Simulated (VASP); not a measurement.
# Ru: single point with PBE0

Ru:

```xyz
2
Lattice="2.7589 0.0000 0.0000 -1.3794 2.3893 0.0000 0.0000 0.0000 4.3659" Properties=species:S:1:pos:R:3 pbc="T T T"
Ru    1.3794    0.7964    3.2744
Ru    0.0000    1.5928    1.0915
```

```yaml
Program: VASP 6.6.1
Task: single point
Functional: PBE0
Potentials_or_basis: VASP PAW PBE potentials, release 64 (Ru_pv)
Cutoff: 520 eV
k_mesh: 6 × 6 × 4
Occupations: fermi-dirac, width 0.05 eV
Spin: no spin polarisation
```

| Item | Value |
| --- | --- |
| Pressure | -24.8 GPa |
| Band gap on the k mesh | zero (bands 14 and 15 overlap by 4.06 eV) |

Stress tensor (GPa, compression positive):
```
-21.61   0.00   0.00
  0.00 -21.61   0.00
  0.00   0.00 -31.15
```

Levels at points of the mesh, in eV from the Fermi level:
| k point | band 10 | band 11 | band 12 | band 13 | band 14 | band 15 | band 16 | band 17 | band 18 | band 19 |
| --- | --- | --- | --- | --- | --- | --- | --- | --- | --- | --- |
| (0.00, 0.00, 0.00) | -3.53 | -3.30 | -2.83 | -2.83 | -2.34 | -2.34 | 1.32 | 1.46 | 1.46 | 10.96 |
| (0.50, 0.00, 0.00) | -4.05 | -2.92 | -2.46 | -2.29 | 1.72 | 2.13 | 2.19 | 4.56 | 6.70 | 11.83 |
| (0.00, 0.00, 0.50) | -3.76 | -3.76 | -3.76 | -3.54 | -3.54 | 0.69 | 0.69 | 0.69 | 0.69 | 14.59 |
| (0.50, 0.00, 0.50) | -5.54 | -1.83 | -1.83 | 0.59 | 0.59 | 1.98 | 1.98 | 3.79 | 3.79 | 11.20 |

Wall time 50 min on 1 thread of Oxide Virtual Turin-like Processor, on a shared host, peak memory 0.14 GiB.

Caveat: the k points lie up to 0.44 Å⁻¹ apart, too coarse for converged energies and pressures of a metal; the PAW data sets were made with another functional, which shifts forces and pressure a little.
